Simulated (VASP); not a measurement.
# AlN: single point with r2SCAN

Crystal: AlN.

```xyz
2
Lattice="0.0000 2.1362 2.0854 2.1362 0.0000 2.0854 2.1362 2.1362 0.0000" Properties=species:S:1:pos:R:3 pbc="T T T"
Al    2.1362    2.1362    2.0854
N     0.0000    0.0000    0.0000
```

This cell differs from its parent crystal: strain +0.050 along x and y, +0.025 along z.

```json
{
  "Program": "VASP 6.6.1",
  "Task": "single point",
  "Functional": "r2SCAN",
  "Potentials or basis": "VASP PAW PBE potentials, release 64 (Al, N)",
  "Cutoff": "520 eV",
  "k mesh": "10 × 10 × 10",
  "Occupations": "gaussian, width 0.05 eV",
  "Spin": "no spin polarisation",
  "Dipole correction": "no",
  "Further INCAR settings": "ALGO = Normal; EDIFF = 1e-06; NBANDS = 11"
}
```

The pressure is -30.6 GPa and the band gap on the k mesh is 3.96 eV (least direct gap 4.47 eV).

Stress tensor (GPa, compression positive):
```
-31.28   0.00   0.00
  0.00 -31.28   0.00
  0.00   0.00 -29.18
```

Levels at points of the mesh, in eV from the valence-band top:
```tsv
k point	band 1	band 2	band 3	band 4	band 5	band 6	band 7	band 8	band 9
(0.00, 0.00, 0.00)	-17.24	-0.19	0.00	0.00	4.47	12.27	12.27	12.58	17.07
(0.50, 0.00, 0.00)	-14.54	-7.63	-1.01	-0.94	5.94	10.44	10.96	12.38	15.93
(0.50, 0.50, 0.00)	-13.65	-6.63	-2.70	-2.70	3.96	5.97	13.78	16.24	16.24
(0.50, 0.00, 0.50)	-13.81	-6.71	-2.70	-2.39	4.14	6.19	13.46	16.12	16.87
```

Wall time 60 s on 1 thread of Intel Xeon 8259CL (shared host), peak memory 0.15 GiB.

Caveat: the cell differs from its parent crystal (strain +0.050 along x and y, +0.025 along z); the cell stands under tension; the PAW data sets were made with another functional, which shifts forces and pressure a little. A k mesh can miss the band edges.
